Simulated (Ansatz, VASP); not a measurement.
**Zn: VASP beside Ansatz**

```
Zn
1.0
     2.87798    0.00000    0.00000
    -1.43899    2.49241    0.00000
     0.00000    0.00000    5.14457
Zn
2
Direct
  0.33333 0.66667 0.25000
  0.66667 0.33333 0.75000
```

Change from the starting cell: strain +0.080 along x and y, +0.040 along z, atoms carried along.

Alike in both runs: task single point; functional PBE; k mesh 24 × 24 × 10; occupations gaussian, width 0.15 eV; no spin polarisation.

|  | VASP | Ansatz |
| --- | --- | --- |
| version | VASP 6.6.1 | Ansatz 0.2.0 |
| potentials or method | VASP PAW PBE potentials, release 64 (Zn), cutoff 520 eV | scalar-relativistic, plane waves, PAW |
| valence electrons in the cell | 24 | 24 |

|  | VASP | Ansatz | Ansatz less VASP |
| --- | --- | --- | --- |
| gap on the k mesh at the Fermi level (eV) | none | none | - |
| pressure (GPa) | -8.2 | -8.4 | -0.16 |
| traceless stress, the component that is largest in VASP (GPa) | 1.63 | 1.68 | +0.050 |

A gap of «none» marks a metal or a gap that the smearing closes.
